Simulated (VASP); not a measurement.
# Be (P6_3/mmc) in VASP: a series of runs, part 2 of 2

VASP 6.6.1.

**5. Single point, r2SCAN**

This run uses another cell than the first one, of 7.91 Å³/atom.

POSCAR

```
Be
1.0
    2.2645998697      0.0000000000      0.0000000000
   -1.1322999349      1.9612010165      0.0000000000
    0.0000000000      0.0000000000      3.5612588024
Be
2
Direct
    0.3333333333      0.6666666667      0.2500000000
    0.6666666667      0.3333333333      0.7500000000
```

INCAR.step1

```
PREC     = Accurate       # precision mode
ENCUT    = 520            # plane-wave cutoff, eV
ISMEAR   = -1             # smearing method
SIGMA    = 0.1            # smearing width, eV
LREAL    = F              # projectors in reciprocal space
LASPH    = T              # aspherical terms in the spheres
NELM     = 100            # most SCF steps
NBANDS   = 9              # bands
GGA      = PE             # functional
ALGO     = Normal         # electronic algorithm
EDIFF    = 1E-4           # SCF threshold, eV
LWAVE    = T              # write WAVECAR
LCHARG   = F              # write CHGCAR
```

INCAR.step2

```
PREC     = Accurate       # precision mode
ENCUT    = 520            # plane-wave cutoff, eV
EDIFF    = 1E-6           # SCF threshold, eV
ISMEAR   = -1             # smearing method
SIGMA    = 0.1            # smearing width, eV
LREAL    = F              # projectors in reciprocal space
LASPH    = T              # aspherical terms in the spheres
NELM     = 100            # most SCF steps
ALGO     = Normal         # electronic algorithm
ISIF     = 2              # what is computed and relaxed
LWAVE    = F              # write WAVECAR
LCHARG   = F              # write CHGCAR
METAGGA  = R2SCAN         # meta-GGA
LMIXTAU  = T            
NBANDS   = 9              # bands
ISTART   = 1
```

KPOINTS

```
regular mesh
0
Gamma
  26 26 15
```

Potentials or basis: VASP PAW PBE potentials, release 64 (Be).

On the command line:

```bash
$ cat potpaw_PBE.64/Be/POTCAR > POTCAR
$ cp INCAR.step1 INCAR
$ mpirun -np 1 vasp_std > vasp.out
$ cp INCAR.step2 INCAR
$ mpirun -np 1 vasp_std > vasp.out
```

OUTCAR:

```text
PREC = Accurate
   ENCUT = 520
   EDIFF = 1E-6
   ISMEAR = -1
   LREAL = F
   LASPH = T
   NELM = 100
   ISIF = 2
   METAGGA = R2SCAN
   ISTART = 1

 ion  position               nearest neighbor table
   1  0.333  0.667  0.250-   2 2.21   2 2.21   2 2.21   2 2.21   2 2.21   2 2.21
   2  0.667  0.333  0.750-   1 2.21   1 2.21   1 2.21   1 2.21   1 2.21   1 2.21

  LATTYP: Found a hexagonal cell.
 ALAT       =     2.2645998697
 C/A-ratio  =     1.5725775004

  Lattice vectors:

 A1 = (   2.2645998697,   0.0000000000,   0.0000000000)
 A2 = (  -1.1322999349,   1.9612010165,   0.0000000000)
 A3 = (   0.0000000000,   0.0000000000,   3.5612588024)

Analysis of symmetry for initial positions (statically):
=====================================================================
 Subroutine PRICEL returns:
 Original cell was already a primitive cell.

 Routine SETGRP: Setting up the symmetry group for a
 hexagonal supercell.

 Subroutine GETGRP returns: Found 24 space group operations
 (whereof 12 operations were pure point group operations)
 out of a pool of 24 trial point group operations.

[... 170 lines left out ...]

 k-point     1 :       0.0000    0.0000    0.0000
  band No.  band energies     occupation
      1      -5.1123      2.00000
      2       2.3881      2.00000
      3       8.2094      0.00007
      4      24.4296      0.00000
      5      24.4296      0.00000
      6      27.4692      0.00000
      7      27.4692      0.00000
      8      29.8329      0.00000
      9      35.5731      0.00000
[... 265 lines left out ...]
 k-point    24 :       0.3846    0.0385    0.0000
  band No.  band energies     occupation
      1      -0.0722      2.00000
      2       5.9107      1.99999
      3       8.8119      0.00000
      4      13.6667      0.00000
      5      16.8863      0.00000
      6      17.0310      0.00000
      7      19.8614      0.00000
      8      25.7060      0.00000
      9      28.2391      0.00000

 [... further k-points ...]

------------------------ aborting loop because EDIFF is reached ----------------------------------------

  FORCE on cell =-STRESS in cart. coord.  units (eV):
  Direction    XX          YY          ZZ          XY          YZ          ZX
  --------------------------------------------------------------------------------------
  -------------------------------------------------------------------------------------
  Total       -0.0253301     -0.0253301      0.1043988      0.0000000      0.0000000      0.0000000
  in kB       -2.5658470     -2.5658470     10.5752101      0.0000000      0.0000000      0.0000000
  external PRESSURE =       1.8145054 kB  Pullay stress =       0.0000000 kB

 VOLUME and BASIS-vectors are now :
 -----------------------------------------------------------------------------
  energy-cutoff  :      520.00
  volume of cell :       15.82
      direct lattice vectors                 reciprocal lattice vectors
     2.264599870  0.000000000  0.000000000     0.441579112  0.254945819  0.000000000
    -1.132299935  1.961201017  0.000000000     0.000000000  0.509891639  0.000000000
     0.000000000  0.000000000  3.561258802     0.000000000  0.000000000  0.280799587

 POSITION                                       TOTAL-FORCE (eV/Angst)
 -----------------------------------------------------------------------------------
     -0.00000      1.30747      0.89031        -0.000000      0.000000      0.000000
      1.13230      0.65373      2.67094         0.000000     -0.000000      0.000000
 -----------------------------------------------------------------------------------
    total drift:                                0.000000     -0.000000      0.000000

  FREE ENERGIE OF THE ION-ELECTRON SYSTEM (eV)
  ---------------------------------------------------
  free  energy   TOTEN  =        -8.6851549516 eV

  energy  without entropy=       -8.6823987161  energy(sigma->0) =       -8.68377683
```

OUTCAR.step1:

```text
PREC = Accurate
   ENCUT = 520
   ISMEAR = -1
   LREAL = F
   LASPH = T
   NELM = 100
[... 510 lines left out ...]
 -----------------------------------------------------------------------------------
     -0.00000      1.30747      0.89031         0.000000      0.000000      0.000000
      1.13230      0.65373      2.67094        -0.000000      0.000000      0.000000
 -----------------------------------------------------------------------------------
    total drift:                                0.000000     -0.000000      0.000000

  FREE ENERGIE OF THE ION-ELECTRON SYSTEM (eV)
  ---------------------------------------------------
  free  energy   TOTEN  =        -7.5377420946 eV

  energy  without entropy=       -7.5347059960  energy(sigma->0) =       -7.53622405
```

Wall time 2 min (1 thread of Intel Xeon Platinum 8488C (Sapphire Rapids), shared host); peak memory 0.18 GiB.

What came out:

- Free energy: -8.6852 eV
- Pressure: 0.2 GPa
- Band gap on the k mesh: zero (bands 2 and 3 overlap by 1.83 eV)

Stress tensor (GPa, compression positive):
```
-0.26  0.00  0.00
 0.00 -0.26  0.00
 0.00  0.00  1.06
```

Caveat: the PAW data sets were made with another functional, which shifts forces and pressure a little.

**6. Single point, r2SCAN (7.91 Å³/atom)**

This run uses another cell than the first one, of 7.91 Å³/atom.

POSCAR is that of step 5.

INCAR.step1

```
SYSTEM = Be
  PREC = Accurate
  ENCUT = 520
  ISMEAR = -1
  SIGMA = 0.1
  LREAL = .FALSE.
  LASPH = .TRUE.
  NELM = 80
  NBANDS = 9
  GGA = PE
  ALGO = Normal
  EDIFF = 1E-4
  LWAVE = .TRUE.
  LCHARG = .FALSE.
```

INCAR.step2

```
SYSTEM = Be
  PREC = Accurate
  ENCUT = 520
  EDIFF = 1E-7
  ISMEAR = -1
  SIGMA = 0.1
  LREAL = .FALSE.
  LASPH = .TRUE.
  NELM = 80
  ALGO = Normal
  ISIF = 2
  LWAVE = .FALSE.
  LCHARG = .FALSE.
  METAGGA = R2SCAN
  LMIXTAU = .TRUE.
  NBANDS = 9
  ISTART = 1
```

KPOINTS

```
Automatic mesh
0
G
  26 26 15
  0 0 0
```

Potentials or basis: VASP PAW PBE potentials, release 64 (Be).

On the command line:

```bash
$ cat potpaw_PBE.64/Be/POTCAR > POTCAR
$ cp INCAR.step1 INCAR
$ mpirun -np 1 vasp_std > vasp.out
$ cp INCAR.step2 INCAR
$ mpirun -np 1 vasp_std > vasp.out
```

It took 2.6 min on 1 thread of Intel Xeon Platinum 8488C (Sapphire Rapids), shared host; peak memory 0.18 GiB.

Results (log left out):

- Free energy: -8.6852 eV
- Pressure: 0.2 GPa
- Band gap on the k mesh: zero (bands 2 and 3 overlap by 1.83 eV)

Stress tensor (GPa, compression positive):
```
-0.26  0.00  0.00
 0.00 -0.26  0.00
 0.00  0.00  1.06
```

Levels at points of the mesh, in eV from the Fermi level:
```csv
k point,band 1,band 2,band 3,band 4,band 5,band 6,band 7
"(0.00, 0.00, 0.00)",-12.30,-4.80,1.03,17.25,17.25,20.29,20.29
"(0.50, 0.00, 0.00)",-5.46,-3.43,3.87,6.72,7.16,10.13,10.55
```

Caveat: the PAW data sets were made with another functional, which shifts forces and pressure a little.

**7. Overview**

```tsv
cell	gap on the mesh (eV)	pressure (GPa)
a = 2.170, b = 2.170, c = 3.413 Å, angles 90.0, 90.0, 120.0°, 2 atoms	none	19.9
a = 2.203, b = 2.203, c = 3.464 Å, angles 90.0, 90.0, 120.0°, 2 atoms	none	12.2
a = 2.234, b = 2.234, c = 3.513 Å, angles 90.0, 90.0, 120.0°, 2 atoms	none	5.7
a = 2.265, b = 2.265, c = 3.561 Å, angles 90.0, 90.0, 120.0°, 2 atoms	none	0.2
```

Alike in all rows: task single point; level r2SCAN; potentials or basis VASP PAW PBE potentials, release 64 (Be); no spin polarisation; k mesh 26 × 26 × 15; cutoff (eV) 520; smearing fermi-dirac 0.1 eV.

Caveats: the PAW data sets were made with another functional, which shifts forces and pressure a little; the cell stands under pressure (at least some runs).

Total energies depend on the potentials used, so only differences within one code and one set of settings carry meaning.
